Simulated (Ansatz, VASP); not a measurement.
# Ir in VASP and in Ansatz

```
Ir
1.0
     0.00000    1.90156    1.90156
     1.90156    0.00000    1.90156
     1.90156    1.90156    0.00000
Ir
1
Direct
  0.00000 0.00000 0.00000
```

Alike in both runs: functional PBEsol; dispersion D3(BJ); k mesh 18 × 18 × 18; occupations gaussian, width 0.1 eV; no spin polarisation.

Ansatz relaxed the structure, and its values are those at the end. VASP's run is a single point on that final structure, the one shown.

|  | VASP | Ansatz |
| --- | --- | --- |
| version | VASP 6.6.1 | Ansatz 0.2.0 |
| potentials or method | VASP PAW PBE potentials, release 64 (Ir), cutoff 500 eV | scalar-relativistic, plane waves, PAW |
| valence electrons in the cell | 9 | 17 |

VASP gave:

| Property | Result |
| --- | --- |
| gap on the k mesh at the Fermi level (eV) | none |
| pressure (GPa) | 1.2 |

Question: What did Ansatz give for the same quantities?

Answer: gap on the k mesh at the Fermi level (eV): none; pressure (GPa): 0.0.

VASP's potentials were made for PBE, not for PBEsol, and Ansatz warns of the same on its side. A gap of «none» marks a metal or a gap that the smearing closes. VASP's potentials hold 9 valence electrons a cell and Ansatz's 17, so a difference there can come from the potentials and not from the codes.

Neither program's run includes spin-orbit coupling.
